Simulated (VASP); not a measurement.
Here is a VASP 6.6.1 calculation.

The input INCAR:

```
PREC = Accurate
ENCUT = 500
EDIFF = 1E-6
ISMEAR = 0
SIGMA = 0.05
LREAL = F
LASPH = T
NELM = 120
ALGO = Normal
ISIF = 2
LWAVE = F
LCHARG = F
GGA = PS
NBANDS = 15
GGA_COMPAT = F
```

Contents of KPOINTS:

```
regular mesh
0
Gamma
  8 8 8
```

Contents of POSCAR:

```
KCl
1.0
    0.0000000000      2.9915051971      2.9915051971
    2.9915051971      0.0000000000      2.9915051971
    2.9915051971      2.9915051971      0.0000000000
K Cl
1 1
Direct
    0.0000000000      0.0000000000      0.0000000000
    0.5000000000      0.5000000000      0.5000000000
```

Potentials or basis: VASP PAW PBE potentials, release 64 (K_sv, Cl).

Command:

```console
$ cat potpaw_PBE.64/K_sv/POTCAR potpaw_PBE.64/Cl/POTCAR > POTCAR
$ mpirun -np 1 vasp_std > vasp.out
```

**Question.** What does it give for the pressure?

**Answer.** 3.3 GPa.

**Question.** Predict the band gap on the k mesh.

**Answer.** 5.55 eV.

Caveat: the cell stands under pressure; the PAW data sets were made with another functional, which shifts forces and pressure a little. Expect the measured gap to be larger: semilocal functionals such as PBEsol lack the derivative discontinuity.
